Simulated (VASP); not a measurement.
# Hg (C2/m) in VASP: a series of runs

The runs below take Hg through electric field gradients, with LDA.

All numbers are computed with VASP 6.6.1; they aren't measurements. Logs are shortened: lines on timing, memory, paths and dates and some standing lists are left out, and cuts for length are marked.

## 1. The cell of the first run

The structure is monoclinic, space group C2/m (No. 12). The conventional cell has a = 4.468 Å, b = 4.092 Å, c = 3.060 Å, α = 90.00°, β = 96.54°, γ = 90.00°. Hg (site symmetry 2/m) has 12 Hg at 3.03 to 4.12 Å within 4.2 Å.

## 2. Electric field gradients, LDA

Input file INCAR:

```
PREC = Accurate
ENCUT = 520
EDIFF = 1E-8
ISMEAR = -1
SIGMA = 0.05
LREAL = False
LASPH = True
NELM = 60
ALGO = Normal
ISIF = 2
LWAVE = False
LCHARG = False
GGA = CA
LEFG = True
NBANDS = 12
```

Input file KPOINTS:

```
Automatic mesh
0
Gamma
  11 11 11
```

Input file POSCAR:

```
Hg
1.0
    2.2339762741     -2.0458582601      0.0000000000
    2.2339762741      2.0458582601      0.0000000000
   -0.3487351701      0.0000000000      3.0398006871
Hg
1
Direct
    0.5000000000      0.5000000000      0.5000000000
```

Potentials or basis: VASP PAW LDA potentials, release 64 (Hg).

Run with:

```
$ cat potpaw_LDA.64/Hg/POTCAR > POTCAR
$ mpirun -np 1 vasp_std > vasp.out
```

OUTCAR:

```text
PREC = Accurate
   ENCUT = 520
   EDIFF = 1E-8
   ISMEAR = -1
   LREAL = False
   LASPH = True
   NELM = 60
   ISIF = 2
   GGA = CA

 ion  position               nearest neighbor table
   1  0.500  0.500  0.500-

  LATTYP: Found a base centered monoclinic cell.
 ALAT       =     4.4679525482
 B/A-ratio  =     0.9157922955
 C/A-ratio  =     0.6848191074
 COS(beta)  =    -0.1139754530

  Lattice vectors:

 A1 = (   2.2339762741,  -2.0458582601,   0.0000000000)
 A2 = (   2.2339762741,   2.0458582601,   0.0000000000)
 A3 = (  -0.3487351701,   0.0000000000,   3.0398006871)

Analysis of symmetry for initial positions (statically):
=====================================================================
 Subroutine PRICEL returns:
 Original cell was already a primitive cell.

 Routine SETGRP: Setting up the symmetry group for a
 base centered monoclinic supercell.

 Subroutine GETGRP returns: Found  4 space group operations
 (whereof  4 operations were pure point group operations)
 out of a pool of  4 trial point group operations.

The static configuration has the point symmetry C_2h.

Analysis of symmetry for dynamics (positions and initial velocities):
=====================================================================
 Subroutine PRICEL returns:
 Original cell was already a primitive cell.

 Routine SETGRP: Setting up the symmetry group for a
 base centered monoclinic supercell.

 Subroutine GETGRP returns: Found  4 space group operations
 (whereof  4 operations were pure point group operations)
 out of a pool of  4 trial point group operations.

The dynamic configuration has the point symmetry C_2h.

 Subroutine INISYM returns: Found  4 space group operations
 (whereof  4 operations are pure point group operations),
 and found     1 'primitive' translations

----------------------------------------------------------------------------------------

                                     Primitive cell

  volume of cell :      27.7862

  direct lattice vectors                    reciprocal lattice vectors
     2.233976274 -2.045858260  0.000000000     0.223816164 -0.244396208  0.025676870
     2.233976274  2.045858260  0.000000000     0.223816164  0.244396208  0.025676870
    -0.348735170  0.000000000  3.039800687     0.000000000  0.000000000  0.328968937

  length of vectors
     3.029222015  3.029222015  3.059739276     0.332389054  0.332389054  0.328968937

  position of ions in fractional coordinates (direct lattice)
     0.500000000  0.500000000  0.500000000

  ion indices of the primitive-cell ions
   primitive index   ion index
                 1           1

----------------------------------------------------------------------------------------

 KPOINTS: Automatic mesh

Automatic generation of k-mesh.
 Grid dimensions read from file:
 generate k-points for:   11   11   11

 Generating k-lattice:

  Cartesian coordinates                     Fractional coordinates (reciprocal lattice)
     0.020346924 -0.022217837  0.002334261     0.090909091  0.000000000  0.000000000
     0.020346924  0.022217837  0.002334261     0.000000000  0.090909091  0.000000000
     0.000000000  0.000000000  0.029906267     0.000000000  0.000000000  0.090909091

  Length of vectors
     0.030217187  0.030217187  0.029906267

  Shift w.r.t. Gamma in fractional coordinates (k-lattice)
     0.000000000  0.000000000  0.000000000

 Subroutine IBZKPT returns following result:
 ===========================================

 Found    366 irreducible k-points:

 Following reciprocal coordinates:
            Coordinates               Weight
  0.000000  0.000000  0.000000      1.000000
  0.090909  0.000000  0.000000      4.000000
  0.181818  0.000000  0.000000      4.000000
  0.272727  0.000000  0.000000      4.000000
  0.363636 -0.000000  0.000000      4.000000
  0.454545  0.000000  0.000000      4.000000
[... 16 lines left out ...]
 -0.272727  0.181818 -0.000000      4.000000
 -0.181818  0.181818  0.000000      2.000000
 [... further k-points ...]
   k-points           NKPTS =    366   k-points in BZ     NKDIM =    366   number of bands    NBANDS=     12
   number of dos      NEDOS =    301   number of ions     NIONS =      1
   total plane-waves  NPLWV =  13824
   dimension x,y,z NGX =    24 NGY =   24 NGZ =   24
   dimension x,y,z NGXF=    48 NGYF=   48 NGZF=   48
   ions per type =               1
   NGX,Y,Z   is equivalent  to a cutoff of  13.17, 13.17, 13.04 a.u.
   NGXF,Y,Z  is equivalent  to a cutoff of  26.34, 26.34, 26.08 a.u.
 SYSTEM =  unknown system
   PREC   = accura    normal or accurate (medium, high low for compatibility)
   ISTART =      0    job   : 0-new  1-cont  2-samecut
   ICHARG =      2    charge: 1-file 2-atom 10-const
   ISPIN  =      1    spin polarized calculation?
   LNONCOLLINEAR =      F non collinear calculations
   LSORBIT =      F    spin-orbit coupling
   LASPH  =      T    aspherical Exc in radial PAW
   ENCUT  =  520.0 eV  38.22 Ry    6.18 a.u.   5.63  5.63  5.69*2*pi/ulx,y,z
   NELM   =     60;   NELMIN=  2; NELMDL= -5     # of ELM steps
   EDIFF  = 0.1E-07   stopping-criterion for ELM
   LREAL  =      F    real-space projection
   EDIFFG = 0.1E-06   stopping-criterion for IOM
   NSW    =      0    number of steps for IOM
   IBRION =     -1    ionic relax: 0-MD 1-quasi-New 2-CG
   NFREE  =      0    steps in history (QN), initial steepest desc. (CG)
   ISIF   =      2    stress and relaxation
   ISYM   =      2    0-nonsym 1-usesym 2-fastsym
   POTIM  = 0.5000    time-step for ionic-motion
   TEBEG  =    0.0;   TEEND  =   0.0 temperature during run
   PSTRESS=    0.0 pullay stress
   NELECT =      12.0000    total number of electrons
   NUPDOWN=      -1.0000    fix difference up-down
   EMIN   =  10.00;   EMAX   =-10.00  energy-range for DOS
   EFERMI =   0.00;   METHOD = LEGACY
   ISMEAR =    -1;   SIGMA  =   0.05  broadening in eV -4-tet -1-fermi 0-gaus
   EFERMI_NEDOS =   21; number of points for ismear=-14 and -15
   IALGO  =     38    algorithm
   IMIX   =      4    mixing-type and parameters
     AMIX     =   0.40;   BMIX     =  1.00
     AMIX_MAG =   1.60;   BMIX_MAG =  1.00
  volume/ion in A,a.u.               =      27.79       187.51
  Fermi-wavevector in a.u.,A,eV,Ry     =   1.237444  2.338430 20.834157  1.531267
  Thomas-Fermi vector in A             =   2.372011
   LORBIT       =      0    0 simple, 1 ext, 2 COOP (PROOUT), +10 PAW based schemes
   GGA     = CA    functional components
   LHFCALC =     F    Hartree Fock is set to
   AEXX    =    0.0000 exact exchange contribution
   IVDW    =     0    specifies the selected vdW correction
   LEPSILON=     F    determine dielectric tensor
   LRPA    =     F    only Hartree local field effects (RPA)
 non-spin polarized calculation
  energy-cutoff  :      520.00
  volume of cell :       27.79
 maximum number of plane-waves:       769
   NGX = 11   NGY = 11   NGZ = 11

 number of electron      12.0000004 magnetization

 Free energy of the ion-electron system (eV)
  ---------------------------------------------------
  ext. energy  EPLUGINS =         0.00000000
  ---------------------------------------------------
  free energy    TOTEN  =        -0.90534965 eV

  energy without entropy =       -0.90247311  energy(sigma->0) =       -0.90391138

 E-fermi :   1.3319     XC(G=0): -10.2520

 val. band max:        1.3231694765   @ k =  -0.0909   0.4545   0.4545
 cond. band min:       1.3406540350   @ k =  -0.4545   0.4545   0.0000
 fundamental gap:      0.0174845586
 Fermi energy:         1.3318590091

 k-point     1 :       0.0000    0.0000    0.0000
  band No.  band energies     occupation
      1      -6.7554      2.00000
      2      -6.3895      2.00000
      3      -6.3474      2.00000
      4      -4.4625      2.00000
      5      -4.4498      2.00000
      6      -4.4141      2.00000
      7      11.1169      0.00000
      8      11.4399      0.00000
      9      11.5327      0.00000
     10      14.7924      0.00000
     11      16.4894      0.00000
     12      16.6967      0.00000

 k-point     2 :       0.0909    0.0000    0.0000
  band No.  band energies     occupation
      1      -6.6143      2.00000
      2      -6.3452      2.00000
      3      -6.2781      2.00000
      4      -4.5074      2.00000
      5      -4.4799      2.00000
      6      -4.4359      2.00000
      7       9.9240      0.00000
      8      11.3261      0.00000
      9      11.6878      0.00000
     10      15.3004      0.00000
     11      16.5102      0.00000
     12      17.9239      0.00000

 k-point     3 :       0.1818    0.0000    0.0000
  band No.  band energies     occupation
      1      -6.4162      2.00000
      2      -6.3019      2.00000
      3      -5.7776      2.00000
      4      -4.6422      2.00000
      5      -4.5994      2.00000
      6      -4.4319      2.00000
      7       7.4093      0.00000
      8      11.8839      0.00000
      9      12.2334      0.00000
     10      15.6474      0.00000
     11      16.4155      0.00000
     12      20.8211      0.00000
[... 286 lines left out ...]
 k-point    23 :      -0.2727    0.1818   -0.0000
  band No.  band energies     occupation
      1      -6.1624      2.00000
      2      -5.7301      2.00000
      3      -5.1792      2.00000
      4      -4.7828      2.00000
      5      -4.6043      2.00000
      6      -4.0820      2.00000
      7       5.1911      0.00000
      8       8.2667      0.00000
      9      13.8026      0.00000
     10      16.2193      0.00000
     11      18.3723      0.00000
     12      20.0505      0.00000

 k-point    24 :      -0.1818    0.1818    0.0000
  band No.  band energies     occupation
      1      -6.2288      2.00000
      2      -5.8817      2.00000
      3      -5.4759      2.00000
      4      -4.6443      2.00000
      5      -4.6396      2.00000
      6      -4.5538      2.00000
      7       7.4680      0.00000
      8       7.9025      0.00000
      9      12.8821      0.00000
     10      16.0328      0.00000
     11      19.9896      0.00000
     12      20.8046      0.00000

 [... further k-points ...]

------------------------ aborting loop because EDIFF is reached ----------------------------------------

  FORCE on cell =-STRESS in cart. coord.  units (eV):
  Direction    XX          YY          ZZ          XY          YZ          ZX
  --------------------------------------------------------------------------------------
  -------------------------------------------------------------------------------------
  Total       -0.7549620     -0.7062062     -0.7402455      0.0000000      0.0000000      0.0402637
  in kB      -43.5317824    -40.7204791    -42.6832162      0.0000000      0.0000000      2.3216437
  external PRESSURE =     -42.3118259 kB  Pullay stress =       0.0000000 kB

 VOLUME and BASIS-vectors are now :
 -----------------------------------------------------------------------------
  energy-cutoff  :      520.00
  volume of cell :       27.79
      direct lattice vectors                 reciprocal lattice vectors
     2.233976274 -2.045858260  0.000000000     0.223816164 -0.244396208  0.025676870
     2.233976274  2.045858260  0.000000000     0.223816164  0.244396208  0.025676870
    -0.348735170  0.000000000  3.039800687     0.000000000  0.000000000  0.328968937

 POSITION                                       TOTAL-FORCE (eV/Angst)
 -----------------------------------------------------------------------------------
      2.05961      0.00000      1.51990         0.000000      0.000000      0.000000
 -----------------------------------------------------------------------------------
    total drift:                               -0.000000     -0.000000     -0.000000

  FREE ENERGIE OF THE ION-ELECTRON SYSTEM (eV)
  ---------------------------------------------------
  free  energy   TOTEN  =        -0.9053496526 eV

  energy  without entropy=       -0.9024731061  energy(sigma->0) =       -0.90391138

 Electric field gradients (V/A^2)
---------------------------------------------------------------------
 ion       V_xx      V_yy      V_zz      V_xy      V_xz      V_yz
---------------------------------------------------------------------
   1     -34.333    15.900    18.433     0.000    26.401    -0.000
---------------------------------------------------------------------

 Electric field gradients after diagonalization (V/A^2)
 (convention: |V_zz| > |V_xx| > |V_yy|)
----------------------------------------------------------------------
 ion       V_xx      V_yy      V_zz     asymmetry (V_yy - V_xx)/ V_zz
----------------------------------------------------------------------
   1      29.374    15.900   -45.274       0.298
----------------------------------------------------------------------

           NMR quadrupolar parameters

 Cq : quadrupolar parameter    Cq=e*Q*V_zz/h
 eta: asymmetry parameters     (V_yy - V_xx)/ V_zz
 Q  : nuclear electric quadrupole moment in mb (millibarn)
----------------------------------------------------------------------
 ion       Cq(MHz)       eta       Q (mb)
----------------------------------------------------------------------
   1      -0.109       0.298       1.000
----------------------------------------------------------------------
```

Wall time 40 s (1 thread of Intel Xeon Platinum 8488C (Sapphire Rapids), shared host); peak memory 0.22 GiB.

Results:

```yaml
Free_energy: -0.9053 eV
Pressure: -4.2 GPa
Band_gap_on_the_k_mesh: zero (bands 6 and 7 overlap by 3.80 eV)
Largest_electric_field_gradient_by_atom: Hg -45.3 V/Å²
```

Levels at points of the mesh, in eV from the Fermi level:
```csv
k point,band 4,band 5,band 6,band 7,band 8,band 9
"(0.00, 0.00, 0.00)",-5.79,-5.78,-5.75,9.79,10.11,10.20
```

Electric field gradients, principal values (V/Å²):
```
atom   least  middle  greatest (by size)
1 Hg  15.900  29.374             -45.274
```

Caveat: the cell stands under tension; without QUAD_EFG the Cq values of the log hold for a quadrupole moment of 1 mb, not for the nuclei; spin-orbit coupling is left out, which moves the levels of the heavy elements.

(Continued in part 2 of 2.)
